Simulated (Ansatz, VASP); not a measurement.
Two plane-wave programs on MgO

```
CELL_PARAMETERS angstrom
0.00000 2.12723 2.12723
2.12723 0.00000 2.12723
2.12723 2.12723 0.00000
ATOMIC_POSITIONS crystal
Mg 0.00000 0.00000 0.00000
O 0.50000 0.50000 0.50000
```

Alike in both runs: functional PBE; k mesh 8 × 8 × 8; occupations gaussian, width 0.02 eV; no spin polarisation.

Ansatz relaxed the structure, and its values are those at the end. VASP's run is a single point on that final structure, the one shown.

|  | VASP | Ansatz |
| --- | --- | --- |
| version | VASP 6.6.1 | Ansatz 0.2.0 |
| potentials or method | VASP PAW PBE potentials, release 64 (Mg, O), cutoff 600 eV | scalar-relativistic, plane waves, PAW |
| valence electrons in the cell | 8 | 16 |

|  | VASP | Ansatz | Ansatz less VASP |
| --- | --- | --- | --- |
| gap on the k mesh at the Fermi level (eV) | 4.44 | 4.46 | +0.019 |
| least direct gap on the mesh (eV) | 4.44 | 4.46 | +0.019 |
| pressure (GPa) | -1.1 | 0.0 | +1.10 |

VASP's potentials hold 8 valence electrons a cell and Ansatz's 16, so a difference there can come from the potentials and not from the codes.
